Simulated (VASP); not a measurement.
# Zn5S6 (a cell with a defect) in VASP: further runs, part 2 of 2

VASP 6.6.1.

### 3 Single point, PBE, collinear spin (atoms taken out, then relaxed in part)

Input file INCAR:

```
SYSTEM = Zn5S6
PREC = Accurate ; ENCUT = 520
EDIFF = 1E-6 ; ISMEAR = 0
SIGMA = 0.01 ; LREAL = .FALSE.
LASPH = .TRUE. ; NELM = 150
ALGO = Normal ; ISIF = 2
LWAVE = .FALSE. ; LCHARG = .FALSE.
ISPIN = 2 ; MAGMOM = 0 0 0 0 0 0.5 0 0 0.5 0.5 0.5
LORBIT = 11 ; GGA = PE
NELECT = 98.0 ; NBANDS = 63
```

Input file KPOINTS:

```
regular mesh
0
G
  2 2 2
  0 0 0
```

Input file POSCAR:

```
Zn5S6
1.0
    0.0000000000      0.0000000000     -6.3046430411
   -5.7661004008     -3.3290596185      0.0000000000
    0.0000000001      6.6581192371      0.0000000000
Zn S
5 6
Direct
    1.0165780404      1.0000000000      0.3333333333
    1.0165780404      0.3333333333      1.0000000000
    0.4886107143      0.3406828698      0.3406828698
    0.4886107143      0.6666666667      0.9926504635
    0.4886107143      0.9926504635      0.6666666667
    0.6249841949      0.6666666667      0.6666666667
    0.6291934965      1.0000000000      0.3333333333
    0.6291934965      0.3333333333      1.0000000000
    0.1226357539      0.3312531647      0.3312531647
    0.1226357539      0.6666666667      1.0020801686
    0.1226357539      1.0020801686      0.6666666667
```

Potentials or basis: VASP PAW PBE potentials, release 64 (Zn, S).

Launch:

```
> cat potpaw_PBE.64/Zn/POTCAR potpaw_PBE.64/S/POTCAR > POTCAR
> mpirun -np 1 vasp_std > vasp.out
```

OUTCAR:

```text
SYSTEM = Zn5S6
   PREC = Accurate
   ENCUT = 520
   EDIFF = 1E-6
   ISMEAR = 0
   LREAL = .FALSE.
   LASPH = .TRUE.
   NELM = 150
   ISIF = 2
   ISPIN = 2
   LORBIT = 11
   GGA = PE
   NELECT = 98.0

 ion  position               nearest neighbor table
   1  0.017  0.000  0.333-  10 2.31   9 2.31  11 2.31   7 2.44
   2  0.017  0.333  0.000-  11 2.31   9 2.31  10 2.31   8 2.44
   3  0.489  0.341  0.341-   9 2.31   6 2.33   8 2.41   7 2.41
   4  0.489  0.667  0.993-  10 2.31   6 2.33   7 2.41   8 2.41
   5  0.489  0.993  0.667-  11 2.31   6 2.33   8 2.41   7 2.41
   6  0.625  0.667  0.667-   4 2.33   5 2.33   3 2.33
   7  0.629  0.000  0.333-   4 2.41   3 2.41   5 2.41   1 2.44
   8  0.629  0.333  0.000-   5 2.41   3 2.41   4 2.41   2 2.44
[... 761 lines left out ...]
     -0.01199      4.43182     -0.77317         0.019516      0.011268      0.007171
 -----------------------------------------------------------------------------------
    total drift:                                0.000296     -0.000192     -0.001268

  FREE ENERGIE OF THE ION-ELECTRON SYSTEM (eV)
  ---------------------------------------------------
  free  energy   TOTEN  =       -33.2023311939 eV

  energy  without entropy=      -33.2023311939  energy(sigma->0) =      -33.20233119

 total charge

# of ion       s       p       d       tot
------------------------------------------
    1        0.541   0.501   9.810  10.852
    2        0.541   0.501   9.810  10.852
    3        0.533   0.477   9.805  10.816
    4        0.533   0.477   9.805  10.816
    5        0.533   0.477   9.805  10.816
    6        1.327   2.449   0.000   3.776
    7        1.321   2.452   0.000   3.774
    8        1.321   2.452   0.000   3.774
    9        1.327   2.461   0.000   3.788
   10        1.327   2.461   0.000   3.788
   11        1.327   2.461   0.000   3.788
--------------------------------------------------
tot         10.632  17.171  49.035  76.838

 magnetization (x)

# of ion       s       p       d       tot
------------------------------------------
    1       -0.000  -0.000  -0.000  -0.000
    2       -0.000  -0.000  -0.000  -0.000
    3       -0.000  -0.000  -0.000  -0.000
    4       -0.000  -0.000  -0.000  -0.000
    5       -0.000  -0.000  -0.000  -0.000
    6       -0.000  -0.000   0.000  -0.000
    7        0.000   0.000   0.000   0.000
    8        0.000   0.000   0.000   0.000
    9        0.000   0.000   0.000   0.000
   10        0.000   0.000   0.000   0.000
   11        0.000   0.000   0.000   0.000
--------------------------------------------------
tot          0.000   0.000  -0.000   0.000
```

OSZICAR:

```text
N       E                     dE             d eps       ncg     rms          rms(c)
DAV:   1     0.859451453762E+03    0.85945E+03   -0.43244E+04  1008   0.178E+03
DAV:   2     0.101433282406E+03   -0.75802E+03   -0.72030E+03  1008   0.437E+02
DAV:   3    -0.285278812456E+02   -0.12996E+03   -0.12726E+03  1112   0.163E+02
DAV:   4    -0.362526913771E+02   -0.77248E+01   -0.76668E+01  1224   0.409E+01
DAV:   5    -0.364009066986E+02   -0.14822E+00   -0.14805E+00  1170   0.562E+00    0.164E+01
DAV:   6    -0.330545995471E+02    0.33463E+01   -0.62962E+00  1573   0.412E+01    0.130E+01
DAV:   7    -0.332293213977E+02   -0.17472E+00   -0.63186E+00  1144   0.821E+00    0.651E+00
DAV:   8    -0.331990720535E+02    0.30249E-01   -0.60691E-01  1338   0.745E+00    0.228E+00
DAV:   9    -0.332004665863E+02   -0.13945E-02   -0.10179E-01  1312   0.374E+00    0.747E-01
DAV:  10    -0.332008668337E+02   -0.40025E-03   -0.14479E-02  1480   0.105E+00    0.345E-01
DAV:  11    -0.332016013536E+02   -0.73452E-03   -0.40100E-03  1168   0.370E-01    0.211E-01
DAV:  12    -0.332022050159E+02   -0.60366E-03   -0.58764E-04  1144   0.192E-01    0.827E-02
DAV:  13    -0.332023040554E+02   -0.99039E-04   -0.26020E-04  1208   0.135E-01    0.352E-02
DAV:  14    -0.332023166882E+02   -0.12633E-04   -0.33619E-05  1328   0.414E-02    0.203E-02
DAV:  15    -0.332023298031E+02   -0.13115E-04   -0.16322E-05  1152   0.243E-02    0.935E-03
DAV:  16    -0.332023309523E+02   -0.11493E-05   -0.39838E-06  1072   0.201E-02    0.413E-03
DAV:  17    -0.332023311939E+02   -0.24155E-06   -0.35841E-07   736   0.109E-02
   1 F= -.33202331E+02 E0= -.33202331E+02  d E =-.944317E-12  mag=    -0.0000
```

It took 6.6 min on 1 thread of Intel Xeon 8259CL, shared host; peak memory 0.46 GiB.

Results:

- Free energy: -33.2023 eV
- Largest force: 0.024 eV/Å
- Net moment: 0.00 μB per cell
- Valence electrons inside the program's atomic spheres: Zn 10.85, 10.82 (each value once); S 3.78, 3.77, 3.79 (each value once)

Forces in eV/Å, atoms in the order of the input:
```
Zn   0.000  0.000 -0.006
Zn   0.000  0.000 -0.006
Zn   0.000  0.000  0.001
Zn   0.000  0.000  0.001
Zn   0.000  0.000  0.001
S    0.000  0.000 -0.018
S    0.000  0.000  0.004
S    0.000  0.000  0.004
S   -0.020  0.011  0.007
S    0.000 -0.023  0.007
S    0.020  0.011  0.007
```

Levels at points of the mesh, in eV from the Fermi level:
Spin up:
```csv
k point,band 45,band 46,band 47,band 48,band 49,band 50,band 51,band 52,band 53,band 54
"(0.00, 0.00, 0.00)",-1.05,-1.05,-0.23,-0.05,-0.05,1.92,3.30,4.05,4.05,5.31
"(0.50, 0.00, 0.00)",-0.91,-0.91,-0.82,-0.21,-0.21,2.97,3.81,3.95,4.18,4.18
"(0.00, 0.50, 0.00)",-1.19,-1.08,-0.78,-0.60,-0.55,3.32,3.85,4.01,4.32,4.54
"(0.50, 0.50, 0.00)",-1.71,-1.40,-1.04,-0.85,-0.79,3.14,3.52,4.21,4.24,4.48
```
Spin down:
```csv
k point,band 46,band 47,band 48,band 49,band 50,band 51,band 52,band 53
"(0.00, 0.00, 0.00)",-1.05,-0.23,-0.05,-0.05,1.92,3.30,4.05,4.05
"(0.50, 0.00, 0.00)",-0.91,-0.82,-0.21,-0.21,2.97,3.81,3.95,4.18
"(0.00, 0.50, 0.00)",-1.08,-0.78,-0.60,-0.55,3.32,3.85,4.01,4.32
"(0.50, 0.50, 0.00)",-1.40,-1.04,-0.85,-0.79,3.14,3.52,4.21,4.24
```

Caveat: the k points lie up to 0.54 Å⁻¹ apart; the cell carries a net charge on a neutralising background, which shifts energy and pressure; the cell differs from its parent crystal (atoms taken out, then relaxed in part); the cell is charged against a uniform background, so pressure and absolute levels hang on convention.

### 4 Single point, PBE, collinear spin (atoms taken out, then relaxed in part)

Input file INCAR:

```
ALGO = Normal
EDIFF = 1E-7
ENCUT = 520
GGA = PE
ISIF = 2
ISMEAR = 0
ISPIN = 2
LASPH = T
LCHARG = F
LORBIT = 11
LREAL = F
LWAVE = F
MAGMOM = 0 0 0 0 0 0.5 0 0 0.5 0.5 0.5
NBANDS = 63
NELECT = 98.0
NELM = 150
PREC = Accurate
SIGMA = 0.01
```

Input file KPOINTS:

```
k-points
0
Gamma
  2 2 2
```

POSCAR is that of step 3.

Launch:

```
> cat potpaw_PBE.64/Zn/POTCAR potpaw_PBE.64/S/POTCAR > POTCAR
> mpirun -np 1 vasp_std > vasp.out
```

It took 6.5 min on 1 thread of Intel Xeon 8259CL, shared host; peak memory 0.46 GiB.

It converged, with:

| Property | Result |
| --- | --- |
| Free energy | -33.2023 eV |
| Largest force | 0.024 eV/Å |
| Net moment | 0.00 μB per cell |
| Valence electrons inside the program's atomic spheres | Zn 10.85, 10.82 (each value once); S 3.78, 3.77, 3.79 (each value once) |

Forces in eV/Å, atoms in the order of the input:
```
Zn   0.000  0.000 -0.006
Zn   0.000  0.000 -0.006
Zn   0.000  0.000  0.001
Zn   0.000  0.000  0.001
Zn   0.000  0.000  0.001
S    0.000  0.000 -0.018
S    0.000  0.000  0.004
S    0.000  0.000  0.004
S   -0.019  0.011  0.007
S    0.000 -0.022  0.007
S    0.019  0.011  0.007
```

Levels at points of the mesh, in eV from the Fermi level:
Spin up:
| k point | band 47 | band 48 | band 49 | band 50 | band 51 | band 52 |
| --- | --- | --- | --- | --- | --- | --- |
| (0.00, 0.00, 0.00) | -0.23 | -0.05 | -0.05 | 1.92 | 3.30 | 4.05 |
| (0.50, 0.00, 0.00) | -0.82 | -0.21 | -0.21 | 2.97 | 3.81 | 3.95 |
| (0.00, 0.50, 0.00) | -0.78 | -0.60 | -0.55 | 3.32 | 3.85 | 4.01 |
| (0.50, 0.50, 0.00) | -1.04 | -0.85 | -0.79 | 3.14 | 3.52 | 4.21 |
Spin down:
```csv
k point,band 45,band 46,band 47,band 48,band 49,band 50,band 51,band 52,band 53,band 54
"(0.00, 0.00, 0.00)",-1.05,-1.05,-0.23,-0.05,-0.05,1.92,3.30,4.05,4.05,5.31
"(0.50, 0.00, 0.00)",-0.91,-0.91,-0.82,-0.21,-0.21,2.97,3.81,3.95,4.18,4.18
"(0.00, 0.50, 0.00)",-1.19,-1.08,-0.78,-0.60,-0.55,3.32,3.85,4.01,4.32,4.54
"(0.50, 0.50, 0.00)",-1.71,-1.40,-1.04,-0.85,-0.79,3.14,3.52,4.21,4.24,4.48
```

Caveat: the k points lie up to 0.54 Å⁻¹ apart; the cell carries a net charge on a neutralising background, which shifts energy and pressure; the cell differs from its parent crystal (atoms taken out, then relaxed in part); the cell is charged against a uniform background, so pressure and absolute levels hang on convention.
